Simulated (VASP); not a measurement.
Write the native input for VASP 6.6.1 that does the following.

```yaml
Task: electric field gradients
Functional: PBE
Potentials_or_basis: VASP PAW PBE potentials, release 64 (Cd, Se)
Cutoff: 520 eV
k_mesh: 8 × 8 × 8
Occupations: fermi-dirac, width 0.03 eV
Spin: no spin polarisation
Dipole_correction: no
Further_INCAR_settings: ALGO = Normal; EDIFF = 1e-08; NBANDS = 16
```

The structure of CdSe lies in POSCAR:

```
CdSe
1.0
    0.0000000000      3.1316766226      3.0702711986
    3.1316766226      0.0000000000      3.0702711986
    3.1316766226      3.1316766226      0.0000000000
Cd Se
1 1
Direct
    0.0000000000      0.0000000000      0.0000000000
    0.2500000000      0.2500000000      0.2500000000
```

This cell differs from its parent crystal: equal xx and yy strain of +2 %.

The input as run:

INCAR

```
SYSTEM = CdSe
PREC = Accurate ; ENCUT = 520
EDIFF = 1E-8 ; ISMEAR = -1
SIGMA = 0.03 ; LREAL = .FALSE.
LASPH = .TRUE. ; NELM = 60
ALGO = Normal ; ISIF = 2
LWAVE = .FALSE. ; LCHARG = .FALSE.
GGA = PE ; LEFG = .TRUE.
NBANDS = 16
```

KPOINTS

```
Automatic mesh
0
G
  8 8 8
  0 0 0
```

Potentials or basis: VASP PAW PBE potentials, release 64 (Cd, Se).

The run is started by

```sh
$ cat potpaw_PBE.64/Cd/POTCAR potpaw_PBE.64/Se/POTCAR > POTCAR
$ mpirun -np 1 vasp_std > vasp.out
```

It gave:

```
Pressure               : -0.3 GPa
Band gap on the k mesh : 0.43 eV, direct
```

Caveat: the cell differs from its parent crystal (equal xx and yy strain of +2 %); without QUAD_EFG the Cq values of the log hold for a quadrupole moment of 1 mb, not for the nuclei.

Wall time 66 s on 1 thread of Intel(R) Xeon(R) 6975P-C (Granite Rapids) (shared host), peak memory 0.23 GiB.
